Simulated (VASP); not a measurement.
Input of a VASP 6.6.1 run:

INCAR

```
SYSTEM = Mg
PREC     = Accurate       ! precision mode
ENCUT    = 600            ! plane-wave cutoff, eV
EDIFF    = 1E-6           ! SCF threshold, eV
ISMEAR   = 0              ! smearing method
SIGMA    = 0.1            ! smearing width, eV
LREAL    = .False.        ! projectors in reciprocal space
LASPH    = .True.         ! aspherical terms in the spheres
NELM     = 200            ! most SCF steps
ALGO     = Normal         ! electronic algorithm
ISIF     = 2              ! what is computed and relaxed
LWAVE    = .False.        ! write WAVECAR
LCHARG   = .True.         ! write CHGCAR
ISPIN    = 2              ! spin polarisation
MAGMOM   = 0.35           ! initial moments
LORBIT   = 11             ! projections on sites
GGA      = PE             ! functional
LELF     = .True.         ! ELF
LVHAR    = .True.       
NBANDS   = 11             ! bands
GGA_COMPAT= .False.
```

Contents of KPOINTS:

```
Automatic mesh
0
Gamma
  3 3 2
  0 0 0
```

Contents of POSCAR:

```
Mg
1.0
    3.0502998005      0.0000000000      0.0000000000
   -1.5251499003      2.6416371164      0.0000000000
    0.0000000000      0.0000000000      3.0448375700
Mg
1
Direct
    0.0447179663      0.0382304737      0.0219503722
```

Potentials or basis: VASP PAW PBE potentials, release 64 (Mg).

Launch:

```console
$ cat potpaw_PBE.64/Mg/POTCAR > POTCAR
$ mpirun -np 1 vasp_std > vasp.out
```

(1) What does it give for the site moments?

(2) Estimate the net moment.

(3) What does it give for the pressure?

## Answers

(1) Mg +0.03 μB.

(2) 0.33 μB per cell.

(3) 5.6 GPa.

Caveat: the k points lie up to 1.03 Å⁻¹ apart.
